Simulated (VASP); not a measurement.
## S: relaxation of cell and atoms with PBE

The system is S.

```
S
1.0
     2.26149    0.00000    0.00000
     0.00000    2.26149    0.00000
     0.00000    0.00000    2.26149
S
1
Cartesian
  0.0000 0.0000 0.0000
```

This isn't the form of S at room conditions, which is orthorhombic, of S8 rings.

```
Program                : VASP 6.6.1
Task                   : relaxation of cell and atoms
Functional             : PBE
Potentials or basis    : VASP PAW PBE potentials, release 64 (S)
Cutoff                 : 600 eV
k mesh                 : 16 × 16 × 16
Occupations            : fermi-dirac, width 0.08 eV
Spin                   : no spin polarisation
Target pressure        : 58 GPa
Dipole correction      : no
Further INCAR settings : ALGO = Normal; EDIFF = 1e-06; IBRION = 2; EDIFFG = -0.005; NSW = 60; ISIF = 3
```

- Relaxed volume: 11.96 Å³/atom
- Relaxed cell: a = 2.287 Å, b = 2.287 Å, c = 2.287 Å, α = 90.00°, β = 90.00°, γ = 90.00°
- Space group after relaxing (to 0.1 Å): Pm-3m (No. 221)
- Energy change on relaxing (the run minimises the enthalpy): -149.8 meV/atom
- Ionic steps: 4
- Pressure after relaxing: 58.0 GPa
- Band gap on the k mesh: zero (bands 3 and 4 overlap by 10.53 eV)

The path:
```tsv
step	energy change (eV)	largest force (eV/Å)	pressure (GPa)	volume (Å³)
1	0.0000	0.0000	64.59	11.57
2	-0.2941	0.0000	51.17	12.38
3	-0.1527	0.0000	57.87	11.97
4	-0.1498	0.0000	58.00	11.96
```

Final structure:
```
CELL_PARAMETERS angstrom
2.28670 0.00000 0.00000
0.00000 2.28670 0.00000
0.00000 0.00000 2.28670
ATOMIC_POSITIONS crystal
S 0.00000 0.00000 0.00000
```

Levels at points of the mesh, in eV from the Fermi level:
```csv
k point,band 1,band 2,band 3,band 4,band 5,band 6
"(0.00, 0.00, 0.00)",-21.60,2.17,2.17,2.17,5.65,5.65
"(0.50, 0.00, 0.00)",-17.04,-12.32,4.93,4.93,8.41,14.16
"(0.50, 0.50, 0.00)",-12.18,-8.78,-8.78,-0.64,7.43,16.44
"(0.50, 0.50, 0.50)",-6.37,-5.61,-5.61,-5.61,3.44,3.44
```

Wall time 9.5 s on 1 thread of Intel(R) Xeon(R) 6975P-C (Granite Rapids), on a shared host, peak memory 0.12 GiB.

Caveat: the cell is relaxed towards a set pressure, so the run minimises the enthalpy, not the energy.
